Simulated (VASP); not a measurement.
# AlN (Cm) in VASP: a series of runs, part 3 of 3

VASP 6.6.1. The steps go on from the part before.

### 6 Single point, PBE (atom 1 (Al) moved by -0.252 Å along [1 1 0] and -0.630 Å along [0 0 1])

File INCAR:

```
  PREC = Accurate
  ENCUT = 520
  EDIFF = 1E-6
  ISMEAR = 0
  SIGMA = 0.05
  LREAL = False
  LASPH = True
  NELM = 100
  ALGO = Normal
  ISIF = 2
  LWAVE = False
  LCHARG = True
  GGA = PE
  LELF = True
  LVHAR = True
  NBANDS = 26
```

File KPOINTS:

```
regular mesh
0
Gamma
  6 6 6
```

File POSCAR:

```
AlN
1.0
    4.4025164325      0.0000000000      0.0000000000
    0.0000000000     -4.4025164325      0.0000000000
    0.0000000000      0.0000000000     -4.4025164325
Al N
4 4
Direct
   -0.0404747856      0.1430999769     -0.0404747856
    0.5000000000      0.5000000000      0.0000000000
    0.5000000000      0.0000000000      0.5000000000
    0.0000000000      0.5000000000      0.5000000000
    0.7500000000      0.7500000000      0.7500000000
    0.2500000000      0.2500000000      0.7500000000
    0.2500000000      0.7500000000      0.2500000000
    0.7500000000      0.2500000000      0.2500000000
```

Potentials or basis: VASP PAW PBE potentials, release 64 (Al, N).

Run with:

```bash
cat potpaw_PBE.64/Al/POTCAR potpaw_PBE.64/N/POTCAR > POTCAR
mpirun -np 1 vasp_std > vasp.out
```

OUTCAR:

```text
PREC = Accurate
   ENCUT = 520
   EDIFF = 1E-6
   ISMEAR = 0
   LREAL = False
   LASPH = True
   NELM = 100
   ISIF = 2
   GGA = PE

 ion  position               nearest neighbor table
   1  0.960  0.143  0.960-   6 1.65   8 1.65   5 2.17   7 2.50   2 2.57   4 2.57   2 2.86   4 2.86
                             3 2.93   3 3.19   3 3.19
   2  0.500  0.500  0.000-   5 1.91   6 1.91   7 1.91   8 1.91   1 2.57   1 2.86   4 3.11   3 3.11
                             4 3.11   3 3.11   3 3.11   3 3.11   4 3.11   4 3.11
   3  0.500  0.000  0.500-   5 1.91   6 1.91   7 1.91   8 1.91   1 2.93   2 3.11   4 3.11   2 3.11
                             2 3.11   4 3.11   2 3.11   4 3.11   4 3.11   1 3.19   1 3.19
   4  0.000  0.500  0.500-   5 1.91   6 1.91   7 1.91   8 1.91   1 2.57   1 2.86   3 3.11   2 3.11
                             2 3.11   3 3.11   2 3.11   3 3.11   2 3.11   3 3.11
   5  0.750  0.750  0.750-   2 1.91   3 1.91   4 1.91   1 2.17
   6  0.250  0.250  0.750-   1 1.65   2 1.91   3 1.91   4 1.91
   7  0.250  0.750  0.250-   2 1.91   3 1.91   4 1.91   1 2.50
   8  0.750  0.250  0.250-   1 1.65   2 1.91   3 1.91   4 1.91

  LATTYP: Found a simple cubic cell.
 ALAT       =     4.4025164325

  Lattice vectors:

 A1 = (   4.4025164325,   0.0000000000,   0.0000000000)
 A2 = (   0.0000000000,  -4.4025164325,   0.0000000000)
 A3 = (   0.0000000000,   0.0000000000,  -4.4025164325)

Analysis of symmetry for initial positions (statically):
=====================================================================
 Subroutine PRICEL returns:
 Original cell was already a primitive cell.

 Routine SETGRP: Setting up the symmetry group for a
 simple cubic supercell.

 Subroutine GETGRP returns: Found  2 space group operations
 (whereof  2 operations were pure point group operations)
 out of a pool of 48 trial point group operations.

The static configuration has the point symmetry C_1h.

Analysis of symmetry for dynamics (positions and initial velocities):
=====================================================================
 Subroutine PRICEL returns:
 Original cell was already a primitive cell.

 Routine SETGRP: Setting up the symmetry group for a
 simple cubic supercell.

 Subroutine GETGRP returns: Found  2 space group operations
 (whereof  2 operations were pure point group operations)
 out of a pool of 48 trial point group operations.

The dynamic configuration has the point symmetry C_1h.

 Subroutine INISYM returns: Found  2 space group operations
 (whereof  2 operations are pure point group operations),
 and found     1 'primitive' translations

----------------------------------------------------------------------------------------

                                     Primitive cell

  volume of cell :      85.3302

  direct lattice vectors                    reciprocal lattice vectors
     4.402516432  0.000000000  0.000000000     0.227142821  0.000000000  0.000000000
     0.000000000 -4.402516432  0.000000000     0.000000000 -0.227142821  0.000000000
     0.000000000  0.000000000 -4.402516432     0.000000000  0.000000000 -0.227142821

  length of vectors
     4.402516432  4.402516432  4.402516432     0.227142821  0.227142821  0.227142821

  position of ions in fractional coordinates (direct lattice)
     0.959525214  0.143099977  0.959525214
     0.500000000  0.500000000  0.000000000
     0.500000000  0.000000000  0.500000000
     0.000000000  0.500000000  0.500000000
[... 69 lines left out ...]
   k-points           NKPTS =     68   k-points in BZ     NKDIM =     68   number of bands    NBANDS=     26
   number of dos      NEDOS =    301   number of ions     NIONS =      8
   total plane-waves  NPLWV =  46656
   dimension x,y,z NGX =    36 NGY =   36 NGZ =   36
   dimension x,y,z NGXF=    72 NGYF=   72 NGZF=   72
   ions per type =               4   4
   NGX,Y,Z   is equivalent  to a cutoff of  13.59, 13.59, 13.59 a.u.
   NGXF,Y,Z  is equivalent  to a cutoff of  27.19, 27.19, 27.19 a.u.
 SYSTEM =  unknown system
   PREC   = accura    normal or accurate (medium, high low for compatibility)
   ISTART =      0    job   : 0-new  1-cont  2-samecut
   ICHARG =      2    charge: 1-file 2-atom 10-const
   ISPIN  =      1    spin polarized calculation?
   LNONCOLLINEAR =      F non collinear calculations
   LSORBIT =      F    spin-orbit coupling
   LASPH  =      T    aspherical Exc in radial PAW
   ENCUT  =  520.0 eV  38.22 Ry    6.18 a.u.   8.19  8.19  8.19*2*pi/ulx,y,z
   NELM   =    100;   NELMIN=  2; NELMDL= -5     # of ELM steps
   EDIFF  = 0.1E-05   stopping-criterion for ELM
   LREAL  =      F    real-space projection
   EDIFFG = 0.1E-04   stopping-criterion for IOM
   NSW    =      0    number of steps for IOM
   IBRION =     -1    ionic relax: 0-MD 1-quasi-New 2-CG
   NFREE  =      0    steps in history (QN), initial steepest desc. (CG)
   ISIF   =      2    stress and relaxation
   ISYM   =      2    0-nonsym 1-usesym 2-fastsym
   POTIM  = 0.5000    time-step for ionic-motion
   TEBEG  =    0.0;   TEEND  =   0.0 temperature during run
   PSTRESS=    0.0 pullay stress
   NELECT =      32.0000    total number of electrons
   NUPDOWN=      -1.0000    fix difference up-down
   EMIN   =  10.00;   EMAX   =-10.00  energy-range for DOS
   EFERMI =   0.00;   METHOD = LEGACY
   ISMEAR =     0;   SIGMA  =   0.05  broadening in eV -4-tet -1-fermi 0-gaus
   EFERMI_NEDOS =   21; number of points for ismear=-14 and -15
   IALGO  =     38    algorithm
   IMIX   =      4    mixing-type and parameters
     AMIX     =   0.40;   BMIX     =  1.00
     AMIX_MAG =   1.60;   BMIX_MAG =  1.00
  volume/ion in A,a.u.               =      10.67        71.98
  Fermi-wavevector in a.u.,A,eV,Ry     =   1.180567  2.230947 18.962951  1.393738
  Thomas-Fermi vector in A             =   2.316857
   LORBIT       =      0    0 simple, 1 ext, 2 COOP (PROOUT), +10 PAW based schemes
   GGA     = PE    functional components
   LHFCALC =     F    Hartree Fock is set to
   AEXX    =    0.0000 exact exchange contribution
   IVDW    =     0    specifies the selected vdW correction
   LEPSILON=     F    determine dielectric tensor
   LRPA    =     F    only Hartree local field effects (RPA)
 non-spin polarized calculation
 Gauss-broadening in eV      SIGMA  =   0.05
  energy-cutoff  :      520.00
  volume of cell :       85.33
 maximum number of plane-waves:      2325
 NGX is ok and might be reduce to    36
   NGX = 17   NGY = 17   NGZ = 17

 number of electron      31.9999997 magnetization

 Free energy of the ion-electron system (eV)
  ---------------------------------------------------
  ext. energy  EPLUGINS =         0.00000000
  ---------------------------------------------------
  free energy    TOTEN  =       -55.90963858 eV

  energy without entropy =      -55.90944339  energy(sigma->0) =      -55.90954099

 E-fermi :   6.8403     XC(G=0): -10.8195

 val. band max:        6.7915542484   @ k =   0.5000   0.3333   0.5000
 cond. band min:       6.8729828387   @ k =   0.5000   0.5000   0.5000
 fundamental gap:      0.0814285903
 Fermi energy:         6.8402910448

 k-point     1 :       0.0000    0.0000    0.0000
  band No.  band energies     occupation
      1      -9.5868      2.00000
      2      -7.5915      2.00000
      3      -6.5529      2.00000
      4      -5.5484      2.00000
      5       0.2611      2.00000
      6       0.4535      2.00000
[... 685 lines left out ...]
     25      16.6380      0.00000
     26      16.8288      0.00000

 [... further k-points ...]

------------------------ aborting loop because EDIFF is reached ----------------------------------------

  FORCE on cell =-STRESS in cart. coord.  units (eV):
  Direction    XX          YY          ZZ          XY          YZ          ZX
  --------------------------------------------------------------------------------------
  -------------------------------------------------------------------------------------
  Total        9.1835525     -2.0376747      9.1835525      0.6321062     -0.6321061      6.2414677
  in kB      172.4321877    -38.2597812    172.4321877     11.8685498    -11.8685489    117.1910259
  external PRESSURE =     102.2015314 kB  Pullay stress =       0.0000000 kB

 VOLUME and BASIS-vectors are now :
 -----------------------------------------------------------------------------
  energy-cutoff  :      520.00
  volume of cell :       85.33
      direct lattice vectors                 reciprocal lattice vectors
     4.402516432  0.000000000  0.000000000     0.227142821  0.000000000  0.000000000
     0.000000000 -4.402516432  0.000000000     0.000000000 -0.227142821  0.000000000
     0.000000000  0.000000000 -4.402516432     0.000000000  0.000000000 -0.227142821

 POSITION                                       TOTAL-FORCE (eV/Angst)
 -----------------------------------------------------------------------------------
      4.22433     -0.63000     -4.22433         0.513490      8.512667     -0.513490
      2.20126     -2.20126      0.00000        -1.365426     -2.792519     -0.771657
      2.20126      0.00000     -2.20126        -0.855719      1.735195      0.855719
      0.00000     -2.20126     -2.20126         0.771657     -2.792519      1.365426
      3.30189     -3.30189     -3.30189         0.121878     -0.723594     -0.121878
      1.10063     -1.10063     -3.30189         3.402375     -2.006807      2.733600
      1.10063     -3.30189     -1.10063         0.145347      0.074383     -0.145347
      3.30189     -1.10063     -1.10063        -2.733600     -2.006807     -3.402375
 -----------------------------------------------------------------------------------
    total drift:                                0.000131     -0.000054     -0.000131

  FREE ENERGIE OF THE ION-ELECTRON SYSTEM (eV)
  ---------------------------------------------------
  free  energy   TOTEN  =       -55.9096385801 eV

  energy  without entropy=      -55.9094433930  energy(sigma->0) =      -55.90954099
```

It took 98 s on 1 thread of Intel Xeon Platinum 8488C (Sapphire Rapids), shared host; peak memory 0.26 GiB.

Results:

```yaml
Free_energy: -55.9096 eV
Pressure: 10.2 GPa
Largest_force: 8.544 eV/Å
Band_gap_on_the_k_mesh: zero (bands 16 and 17 overlap by 0.12 eV)
```

Forces on the atoms (eV/Å):
```
Al   0.513  8.513 -0.513
Al  -1.365 -2.793 -0.772
Al  -0.856  1.735  0.856
Al   0.772 -2.793  1.365
N    0.122 -0.724 -0.122
N    3.402 -2.007  2.734
N    0.145  0.074 -0.145
N   -2.734 -2.007 -3.402
```

Levels at points of the mesh, in eV from the Fermi level:
```csv
k point,band 12,band 13,band 14,band 15,band 16,band 17,band 18,band 19,band 20,band 21
"(0.00, 0.00, 0.00)",-2.49,-2.43,-0.94,-0.92,-0.14,-0.08,2.02,3.47,3.55,6.13
"(0.50, 0.00, 0.00)",-2.68,-2.36,-2.03,-1.67,-1.01,2.28,4.34,5.83,5.93,7.56
"(0.00, 0.50, 0.00)",-3.38,-3.19,-2.90,-1.29,-0.62,2.81,4.66,5.65,5.87,7.66
"(0.50, 0.50, 0.00)",-2.36,-2.28,-1.52,-1.34,-0.70,4.18,6.08,6.45,7.25,7.61
"(0.50, 0.00, 0.50)",-3.14,-2.53,-2.50,-0.93,-0.19,3.93,6.22,6.54,6.99,7.65
"(0.50, 0.50, 0.50)",-1.68,-1.41,-1.06,-0.83,0.03,4.56,5.37,5.77,5.90,6.57
```

Caveat: the cell differs from its parent crystal (atom 1 (Al) moved by -0.252 Å along [1 1 0] and -0.630 Å along [0 0 1]); the stress differs along the axes, from -4 to 17 GPa; semilocal functionals underestimate gaps, and a narrow one can read as zero; forces of over 1 eV/Å act on the atoms, so gaps and moduli don't describe the material at rest.

### 7 The runs side by side

```csv
cell,gap on the mesh (eV),pressure (GPa),largest force (eV/Å)
"as given, atomic positions A",none,10.1,14.16
"as given, atomic positions B",none,6.8,7.30
"as given, atomic positions C",none,9.1,7.61
"as given, atomic positions D",none,7.4,8.72
"as given, atomic positions E",none,10.2,8.54
```

Alike in all rows: task single point; level PBE; potentials or basis VASP PAW PBE potentials, release 64 (Al, N); no spin polarisation; k mesh 6 × 6 × 6; cutoff (eV) 520; smearing gaussian 0.05 eV.

Caveats: semilocal functionals underestimate gaps, and a narrow one can read as zero; forces of over 1 eV/Å act on the atoms, so gaps and moduli don't describe the material at rest; the stress differs along the axes, from 5 to 21 GPa (at least some runs); the stress differs along the axes, from -0 to 10 GPa (at least some runs); the stress differs along the axes, from -0 to 14 GPa (at least some runs); the stress differs along the axes, from 4 to 14 GPa (at least some runs); the stress differs along the axes, from -4 to 17 GPa (at least some runs).

Total energies depend on the potentials used, so only differences within one code and one set of settings carry meaning.

The gap in the log of VASP goes by the Fermi energy; the results here count the filled bands.